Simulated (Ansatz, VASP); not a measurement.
**GaN in VASP and in Ansatz**

The input POSCAR:

```
GaN
1.0
   -0.0074965085      2.2414560402      2.2414560402
    2.2414560402     -0.0074965085      2.2414560402
    2.2414560402      2.2414560402     -0.0074965085
Ga N
1 1
Direct
   -0.0002488040     -0.0002488040     -0.0002488040
    0.2502488040      0.2502488040      0.2502488040
```

The input INCAR.step1:

```
  PREC = Accurate
  ENCUT = 520
  ISMEAR = 0
  SIGMA = 0.01
  LREAL = False
  LASPH = True
  NELM = 60
  NBANDS = 16
  GGA = PE
  ALGO = Normal
  EDIFF = 1E-4
  LWAVE = True
  LCHARG = False
```

The input INCAR.step2:

```
  PREC = Accurate
  ENCUT = 520
  EDIFF = 1E-6
  ISMEAR = 0
  SIGMA = 0.01
  LREAL = False
  LASPH = True
  NELM = 60
  ALGO = Normal
  ISIF = 2
  LWAVE = False
  LCHARG = True
  METAGGA = R2SCAN
  LMIXTAU = True
  LELF = True
  LVHAR = True
  NBANDS = 16
  ISTART = 1
```

KPOINTS

```
Automatic mesh
0
Gamma
  10 10 10
```

Input for Ansatz:

```yaml
crystal:
  lattice:
    - [-0.0074965085, 2.2414560402, 2.2414560402]
    - [2.2414560402, -0.0074965085, 2.2414560402]
    - [2.2414560402, 2.2414560402, -0.0074965085]
  atoms:
    - { symbol: Ga, position: [-0.000248804, -0.000248804, -0.000248804] }
    - { symbol: "N", position: [0.250248804, 0.250248804, 0.250248804] }
kpoints:
  mp_grid: { grid: [10, 10, 10] }
  band_path:
    path:
      - [0.0, 0.0, 0.0]
      - [-0.5, -0.5, 0.0]
      - [-0.375, -0.375, 0.25]
      - [-0.375, 0.0, 0.375]
      - [0.0, 0.0, 0.5]
      - [-0.5, -0.25, 0.25]
    npoints: 1
hamiltonian:
  xc: r2scan
scf:
  occupations: { method: fixed }
  n_extra_bands: 4
output:
  forces: true
  stress: true
  eigenvalues: true
  write_density: true
  write_potential: true
  elf: true
  volumetric_format: npy
```

Change from the starting cell: shear_111 strain -0.5%.

Alike in both runs: task single point; functional r2SCAN; k mesh 10 × 10 × 10; no spin polarisation.

```csv
,VASP,Ansatz
version,VASP 6.6.1,Ansatz 0.2.0
potentials or method,"VASP PAW PBE potentials, release 64 (Ga_d, N)","plane waves, PAW"
plane-wave cutoff (eV),520,500
occupations,"gaussian, width 0.01 eV",fixed
valence electrons in the cell,18,18
```

Ansatz gave:

```
gap on the k mesh at the Fermi level (eV)                     : 2.18
pressure (GPa)                                                : 1.0
traceless stress, the component that is largest in VASP (GPa) : 0.54
```

Task: What did VASP give for the same quantities?

Result: gap on the k mesh at the Fermi level (eV): 2.17; pressure (GPa): 2.3; traceless stress, the component that is largest in VASP (GPa): 0.53.

VASP's potentials were made for PBE, not for r2SCAN.
